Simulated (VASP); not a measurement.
A run of VASP 6.6.1 is set up as follows.

INCAR

```
PREC = Accurate
ENCUT = 520
EDIFF = 1E-7
ISMEAR = 0
SIGMA = 0.1
LREAL = F
LASPH = T
NELM = 60
ALGO = Normal
ISIF = 2
LWAVE = F
LCHARG = F
GGA = PE
NBANDS = 16
```

The input KPOINTS:

```
regular mesh
0
Gamma
  12 12 11
```

File POSCAR:

```
WC
1.0
    2.9065000000      0.0000000000      0.0000000000
   -1.4532500000      2.5171030000      0.0000000000
    0.0000000000      0.0000000000      2.8366000000
W C
1 1
Direct
    0.0000000000      0.0000000000      0.0000000000
    0.6494638454      0.3333333333      0.5000000000
```

Potentials or basis: VASP PAW PBE potentials, release 64 (W_sv, C).

Command:

```console
$ cat potpaw_PBE.64/W_sv/POTCAR potpaw_PBE.64/C/POTCAR > POTCAR
$ mpirun -np 1 vasp_std > vasp.out
```

Estimate the largest force.

0.807 eV/Å.

Predict the pressure.

7.2 GPa.

Stress tensor (GPa, compression positive):
```
7.07 1.88 0.00
1.88 7.08 0.00
0.00 0.00 7.32
```
